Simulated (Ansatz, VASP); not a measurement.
**Two plane-wave programs on Nb3Pb**

```
CELL_PARAMETERS angstrom
5.37152 0.00000 0.00000
0.00000 5.37152 0.00000
0.00000 0.00000 5.37152
ATOMIC_POSITIONS crystal
Nb 0.25000 0.00000 0.50000
Nb 0.50000 0.75000 0.00000
Nb 0.75000 0.00000 0.50000
Nb 0.50000 0.25000 0.00000
Nb 0.00000 0.50000 0.75000
Nb 0.00000 0.50000 0.25000
Pb 0.00000 0.00000 0.00000
Pb 0.50000 0.50000 0.50000
```

Alike in both runs: functional PBE; k mesh 6 × 6 × 6; occupations fermi-dirac, width 0.1 eV; no spin polarisation.

Ansatz relaxed the structure, and its values are those at the end. VASP's run is a single point on that final structure, the one shown.

|  | VASP | Ansatz |
| --- | --- | --- |
| version | VASP 6.6.1 | Ansatz 0.2.0 |
| potentials or method | VASP PAW PBE potentials, release 64 (Nb_sv, Pb_d), cutoff 520 eV | PAW plane waves |
| valence electrons in the cell | 106 | 106 |

Ansatz gave:

- gap on the k mesh at the Fermi level (eV): none
- pressure (GPa): 0.0

**Question.** Which values does VASP return?

**Answer.** gap on the k mesh at the Fermi level (eV): none; pressure (GPa): -0.2.

A gap of «none» marks a metal or a gap that the smearing closes. With one functional, cell and mesh, what is left measures potentials, basis and numerics.

Neither program's run includes spin-orbit coupling.
